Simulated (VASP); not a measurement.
Wanted: the native input for a VASP 6.6.1 run.

```
Task                   : single point
Functional             : PBEsol
Potentials or basis    : VASP PAW PBE potentials, release 64 (Ir)
Cutoff                 : 520 eV
k mesh                 : 12 × 12 × 12
Occupations            : fermi-dirac, width 0.05 eV
Spin                   : no spin polarisation
Dipole correction      : no
Further INCAR settings : ALGO = Normal; EDIFF = 1e-07; NBANDS = 10
```

The structure of Ir lies in POSCAR:

```
Ir
1.0
    0.0000000000      1.9144763341      1.9144763341
    1.9144763341      0.0000000000      1.9144763341
    1.9144763341      1.9144763341      0.0000000000
Ir
1
Direct
    0.0000000000      0.0000000000      0.0000000000
```

The input as run:

INCAR

```
SYSTEM = Ir
ALGO = Normal
EDIFF = 1E-7
ENCUT = 520
GGA = PS
ISIF = 2
ISMEAR = -1
LASPH = .True.
LCHARG = .False.
LREAL = .False.
LWAVE = .False.
NBANDS = 10
NELM = 100
PREC = Accurate
SIGMA = 0.05
```

KPOINTS

```
k-points
0
Gamma
  12 12 12
  0 0 0
```

Potentials or basis: VASP PAW PBE potentials, release 64 (Ir).

Launch:

```sh
$ cat potpaw_PBE.64/Ir/POTCAR > POTCAR
$ mpirun -np 1 vasp_std > vasp.out
```

It gave:

The pressure is 1.0 GPa.

Caveat: the PAW data sets were made with another functional, which shifts forces and pressure a little.

Wall time 4.2 s on 1 thread of Intel(R) Xeon(R) 6975P-C (Granite Rapids) (shared host), peak memory 0.13 GiB.
